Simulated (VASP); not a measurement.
Set up this calculation in VASP 6.6.1, as the native input.

| Quantity | Value |
| --- | --- |
| Task | single point |
| Functional | PBE |
| Potentials or basis | VASP PAW PBE potentials, release 64 (Bi_d) |
| Cutoff | 520 eV |
| k mesh | 8 × 8 × 8 |
| Occupations | methfessel-paxton, width 1 eV |
| Spin | no spin polarisation |
| Dipole correction | no |
| Further INCAR settings | ALGO = Normal; EDIFF = 1e-07; NBANDS = 22 |

The structure of Bi lies in POSCAR:

```
Bi
1.0
    2.2924582305      1.3235513765      4.0467531177
   -2.2924582305      1.3235513765      4.0467531177
    0.0000000000     -2.6471027530      4.0467531177
Bi
2
Direct
    0.2337113826      0.2337113826      0.2337113826
    0.7662886174      0.7662886174      0.7662886174
```

One way to write it, as run:

INCAR

```
SYSTEM = Bi
  PREC = Accurate
  ENCUT = 520
  EDIFF = 1E-7
  ISMEAR = 1
  SIGMA = 1.0
  LREAL = .FALSE.
  LASPH = .TRUE.
  NELM = 80
  ALGO = Normal
  ISIF = 2
  LWAVE = .FALSE.
  LCHARG = .FALSE.
  GGA = PE
  NBANDS = 22
```

KPOINTS

```
Automatic mesh
0
G
  8 8 8
  0 0 0
```

Potentials or basis: VASP PAW PBE potentials, release 64 (Bi_d).

Launch:

```console
$ cat potpaw_PBE.64/Bi_d/POTCAR > POTCAR
$ mpirun -np 1 vasp_std > vasp.out
```

Results of the run:

The pressure is -0.3 GPa, the largest force is 0.012 eV/Å and the band gap on the k mesh is zero (band 15 reaches 5.77 eV, above the bottom of band 16 at 5.61 eV).

Caveat: spin-orbit coupling is left out, which moves the levels of the heavy elements.

Wall time 88 s on 1 thread of Intel(R) Xeon(R) Platinum 8488C (Sapphire Rapids), on a shared host, peak memory 0.25 GiB.
